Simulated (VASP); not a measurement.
# TePb (Fm-3m) in VASP: notebook, part 3 of 3

VASP 6.6.1.

## Step 6: Single point, revPBE

INCAR reads:

```
PREC = Accurate
ENCUT = 500
EDIFF = 1E-6
ISMEAR = 0
SIGMA = 0.05
LREAL = F
LASPH = T
NELM = 120
ALGO = Normal
ISIF = 2
LWAVE = F
LCHARG = T
GGA = RE
LELF = T
LVHAR = T
NBANDS = 17
GGA_COMPAT = F
```

KPOINTS reads:

```
Automatic mesh
0
Gamma
  6 6 6
```

POSCAR reads:

```
TePb
1.0
    0.0000000000      3.2270013417      3.2270013417
    3.2270013417      0.0000000000      3.2270013417
    3.2270013417      3.2270013417      0.0000000000
Pb Te
1 1
Direct
    0.5000000000      0.5000000000      0.5000000000
    0.0000000000      0.0000000000      0.0000000000
```

Potentials or basis: VASP PAW PBE potentials, release 64 (Pb_d, Te).

Command:

```console
$ cat potpaw_PBE.64/Pb_d/POTCAR potpaw_PBE.64/Te/POTCAR > POTCAR
$ mpirun -np 1 vasp_std > vasp.out
```

OUTCAR:

```text
PREC = Accurate
   ENCUT = 500
   EDIFF = 1E-6
   ISMEAR = 0
   LREAL = F
   LASPH = T
   NELM = 120
   ISIF = 2
   GGA = RE

 ion  position               nearest neighbor table
   1  0.500  0.500  0.500-   2 3.23   2 3.23   2 3.23   2 3.23   2 3.23   2 3.23
   2  0.000  0.000  0.000-   1 3.23   1 3.23   1 3.23   1 3.23   1 3.23   1 3.23

  LATTYP: Found a face centered cubic cell.
 ALAT       =     6.4540026834

  Lattice vectors:

 A1 = (   0.0000000000,   3.2270013417,   3.2270013417)
 A2 = (   3.2270013417,   0.0000000000,   3.2270013417)
 A3 = (   3.2270013417,   3.2270013417,   0.0000000000)

Analysis of symmetry for initial positions (statically):
=====================================================================
 Subroutine PRICEL returns:
 Original cell was already a primitive cell.

 Routine SETGRP: Setting up the symmetry group for a
 face centered cubic supercell.

 Subroutine GETGRP returns: Found 48 space group operations
 (whereof 48 operations were pure point group operations)
 out of a pool of 48 trial point group operations.

The static configuration has the point symmetry O_h .

Analysis of symmetry for dynamics (positions and initial velocities):
=====================================================================
 Subroutine PRICEL returns:
 Original cell was already a primitive cell.

 Routine SETGRP: Setting up the symmetry group for a
 face centered cubic supercell.

 Subroutine GETGRP returns: Found 48 space group operations
 (whereof 48 operations were pure point group operations)
 out of a pool of 48 trial point group operations.

The dynamic configuration has the point symmetry O_h .

 Subroutine INISYM returns: Found 48 space group operations
 (whereof 48 operations are pure point group operations),
[... 100 lines left out ...]
   EMIN   =  10.00;   EMAX   =-10.00  energy-range for DOS
   EFERMI =   0.00;   METHOD = LEGACY
   ISMEAR =     0;   SIGMA  =   0.05  broadening in eV -4-tet -1-fermi 0-gaus
   EFERMI_NEDOS =   21; number of points for ismear=-14 and -15
   IALGO  =     38    algorithm
   IMIX   =      4    mixing-type and parameters
     AMIX     =   0.40;   BMIX     =  1.00
     AMIX_MAG =   1.60;   BMIX_MAG =  1.00
  volume/ion in A,a.u.               =      33.60       226.77
  Fermi-wavevector in a.u.,A,eV,Ry     =   1.092972  2.065418 16.253352  1.194588
  Thomas-Fermi vector in A             =   2.229248
   LORBIT       =      0    0 simple, 1 ext, 2 COOP (PROOUT), +10 PAW based schemes
   GGA     = RE    functional components
   LHFCALC =     F    Hartree Fock is set to
   AEXX    =    0.0000 exact exchange contribution
   IVDW    =     0    specifies the selected vdW correction
   LEPSILON=     F    determine dielectric tensor
   LRPA    =     F    only Hartree local field effects (RPA)
 non-spin polarized calculation
 Gauss-broadening in eV      SIGMA  =   0.05
  energy-cutoff  :      500.00
  volume of cell :       67.21
 maximum number of plane-waves:      1724
 NGX is ok and might be reduce to    36
   NGX = 17   NGY = 17   NGZ = 17

 number of electron      20.0000002 magnetization

 Free energy of the ion-electron system (eV)
  ---------------------------------------------------
  ext. energy  EPLUGINS =         0.00000000
  ---------------------------------------------------
  free energy    TOTEN  =        -6.87320822 eV

  energy without entropy =       -6.87320822  energy(sigma->0) =       -6.87320822

 E-fermi :   6.0342     XC(G=0):  -9.2259

 val. band max:        5.7628974516   @ k =   0.5000   0.0000   0.0000
 cond. band min:       6.5361584681   @ k =   0.5000   0.0000   0.0000
 fundamental gap:      0.7732610165
 Fermi energy:         6.0342083457

 k-point     1 :       0.0000    0.0000    0.0000
  band No.  band energies     occupation
      1     -11.0205      2.00000
      2     -11.0205      2.00000
      3     -11.0136      2.00000
      4     -11.0136      2.00000
      5     -11.0136      2.00000
      6      -6.2779      2.00000
[... 297 lines left out ...]
      4     -10.9970      2.00000
      5     -10.9876      2.00000
      6      -4.4688      2.00000
[... 9 lines left out ...]
     16      16.4812      0.00000
     17      17.3085      0.00000

------------------------ aborting loop because EDIFF is reached ----------------------------------------

  FORCE on cell =-STRESS in cart. coord.  units (eV):
  Direction    XX          YY          ZZ          XY          YZ          ZX
  --------------------------------------------------------------------------------------
  -------------------------------------------------------------------------------------
  Total        1.4088543      1.4088543      1.4088543      0.0000000      0.0000000      0.0000000
  in kB       33.5853009     33.5853009     33.5853009      0.0000000      0.0000000      0.0000000
  external PRESSURE =      33.5853009 kB  Pullay stress =       0.0000000 kB

 VOLUME and BASIS-vectors are now :
 -----------------------------------------------------------------------------
  energy-cutoff  :      500.00
  volume of cell :       67.21
      direct lattice vectors                 reciprocal lattice vectors
     0.000000000  3.227001342  3.227001342    -0.154942607  0.154942607  0.154942607
     3.227001342  0.000000000  3.227001342     0.154942607 -0.154942607  0.154942607
     3.227001342  3.227001342  0.000000000     0.154942607  0.154942607 -0.154942607

 POSITION                                       TOTAL-FORCE (eV/Angst)
 -----------------------------------------------------------------------------------
      3.22700      3.22700      3.22700        -0.000000     -0.000000      0.000000
      0.00000      0.00000      0.00000         0.000000      0.000000     -0.000000
 -----------------------------------------------------------------------------------
    total drift:                                0.000000      0.000000      0.000000

  FREE ENERGIE OF THE ION-ELECTRON SYSTEM (eV)
  ---------------------------------------------------
  free  energy   TOTEN  =        -6.8732082151 eV

  energy  without entropy=       -6.8732082151  energy(sigma->0) =       -6.87320822
```

OSZICAR:

```text
N       E                     dE             d eps       ncg     rms          rms(c)
DAV:   1     0.146113103860E+03    0.14611E+03   -0.88764E+03   544   0.109E+03
DAV:   2     0.287163895489E+01   -0.14324E+03   -0.13879E+03   571   0.288E+02
DAV:   3    -0.673368163823E+01   -0.96053E+01   -0.95575E+01   711   0.801E+01
DAV:   4    -0.697393651034E+01   -0.24025E+00   -0.24012E+00   663   0.143E+01
DAV:   5    -0.698488156222E+01   -0.10945E-01   -0.10945E-01   793   0.293E+00    0.346E+00
DAV:   6    -0.687133761062E+01    0.11354E+00   -0.25025E-01   759   0.343E+00    0.212E+00
DAV:   7    -0.687014432234E+01    0.11933E-02   -0.88543E-02   683   0.143E+00    0.936E-01
DAV:   8    -0.687320873003E+01   -0.30644E-02   -0.11242E-02   637   0.107E+00    0.186E-01
DAV:   9    -0.687308507872E+01    0.12365E-03   -0.11132E-03   779   0.394E-01    0.917E-02
DAV:  10    -0.687319769397E+01   -0.11262E-03   -0.24804E-04   593   0.108E-01    0.129E-02
DAV:  11    -0.687320880719E+01   -0.11113E-04   -0.56610E-05   742   0.740E-02    0.173E-02
DAV:  12    -0.687320821509E+01    0.59209E-06   -0.30878E-06   624   0.110E-02
   1 F= -.68732082E+01 E0= -.68732082E+01  d E =-.852519E-16
```

Wall time 21 s (1 thread of Intel Xeon 6975P-C, shared host); peak memory 0.2 GiB.

Results:

```
Free energy            : -6.8732 eV
Pressure               : 3.4 GPa
Band gap on the k mesh : 0.77 eV, direct
```

Levels at points of the mesh, in eV from the valence-band top:
```csv
k point,band 6,band 7,band 8,band 9,band 10,band 11,band 12,band 13,band 14,band 15
"(0.00, 0.00, 0.00)",-12.04,-5.56,-1.37,-1.37,-1.37,4.11,4.11,4.11,5.80,5.80
"(0.50, 0.00, 0.00)",-10.60,-8.59,-0.92,-0.92,0.00,0.77,1.28,1.28,8.46,9.23
"(0.50, 0.50, 0.00)",-10.35,-7.28,-4.52,-2.83,-2.83,3.31,5.51,5.51,6.76,10.08
```

Caveat: the PAW data sets were made with another functional, which shifts forces and pressure a little; spin-orbit coupling is left out, which moves the levels of the heavy elements. A k mesh can miss the band edges.

## Step 7: Summary

| level | cell | gap on the mesh (eV) | pressure (GPa) |
| --- | --- | --- | --- |
| PBE | a = 4.564 Å, angles 60.0°, 2 atoms | 0.73 | 2.3 |
| PBEsol | a = 4.564 Å, angles 60.0°, 2 atoms | 0.66 | -0.3 |
| PBEsol | a = 4.558 Å, angles 60.0°, 2 atoms | 0.65 | -0.1 |
| PBEsol | a = 4.588 Å, angles 60.0°, 2 atoms | 0.69 | -0.9 |
| revPBE | a = 4.564 Å, angles 60.0°, 2 atoms | 0.77 | 3.4 |

Alike in all rows: task single point; potentials or basis VASP PAW PBE potentials, release 64 (Pb_d, Te); no spin polarisation; k mesh 6 × 6 × 6; cutoff (eV) 500; smearing gaussian 0.05 eV.

On the cell as given the gap runs from 0.66 eV (PBEsol) to 0.77 eV (revPBE). The pressure there spans -0.3 GPa (PBEsol) to 3.4 GPa (revPBE); a positive pressure means that this level wants a larger cell, a negative one a smaller.

Caveats: spin-orbit coupling is left out, which moves the levels of the heavy elements; the PAW data sets were made with another functional, which shifts forces and pressure a little (some runs).

Total energies depend on the potentials used, so only differences within one code and one set of settings carry meaning.
